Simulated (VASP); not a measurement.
GaSb, 2 atoms in the cell. It takes space group F-43m (No. 216, cubic). The conventional cell has a = 6.118 Å, b = 6.118 Å, c = 6.118 Å, α = 90.00°, β = 90.00°, γ = 90.00°. Ga (site symmetry -43m) has 4 Sb at 2.65 Å within 3.5 Å. Within 3.5 Å of Sb (site symmetry -43m) lie 4 Ga at 2.65 Å. 

| Item | Value |
| --- | --- |
| Program | VASP 6.6.1 |
| Task | single point |
| Functional | PBE |
| Potentials or basis | VASP PAW PBE potentials, release 64 (Ga_d, Sb) |
| Cutoff | 500 eV |
| k mesh | 6 × 6 × 6 |
| Occupations | gaussian, width 0.01 eV |
| Spin | no spin polarisation |
| Dipole correction | no |
| Further INCAR settings | ALGO = Normal; EDIFF = 1e-06; NBANDS = 16 |

Potentials or basis: VASP PAW PBE potentials, release 64 (Ga_d, Sb).

Command:

```bash
$ cat potpaw_PBE.64/Ga_d/POTCAR potpaw_PBE.64/Sb/POTCAR > POTCAR
$ mpirun -np 1 vasp_std > vasp.out
```

Hardware: 1 thread of Intel Xeon 6975P-C, with other jobs on the host.

**Question.** Estimate the wall time of this run.

**Answer.** Wall time 8.3 s on 1 thread of Intel Xeon 6975P-C, with other jobs on the host, peak memory 0.17 GiB. Counts: scf iterations 12, k points 16.
